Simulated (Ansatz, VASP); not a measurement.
# Two plane-wave programs on NbP

```xyz
4
Lattice="-1.6625 1.6625 5.6900 1.6625 -1.6625 5.6900 1.6625 1.6625 -5.6900" Properties=species:S:1:pos:R:3 pbc="T T T"
Nb    0.0000    0.0000    0.0000
Nb    0.0000    1.6625    2.8450
P     0.0000    0.0000    5.6900
P     1.6625    0.0000    2.8450
```

Alike in both runs: task single point; functional PBE; dispersion D4; k mesh 6 × 6 × 6; occupations gaussian, width 0.1 eV; no spin polarisation.

|  | VASP | Ansatz |
| --- | --- | --- |
| version | VASP 6.6.1 | Ansatz 0.2.0 |
| potentials or method | VASP PAW PBE potentials, release 64 (Nb_sv, P), cutoff 520 eV | scalar-relativistic, plane waves, PAW |
| valence electrons in the cell | 36 | 36 |

|  | VASP | Ansatz | Ansatz less VASP |
| --- | --- | --- | --- |
| gap on the k mesh at the Fermi level (eV) | none | none | - |
| pressure (GPa) | 14.7 | 15.1 | +0.45 |
| traceless stress, the component that is largest in VASP (GPa) | -28.68 | -28.95 | -0.270 |

A gap of «none» marks a metal or a gap that the smearing closes.

The k mesh is coarse, so the values compare programs but aren't converged.
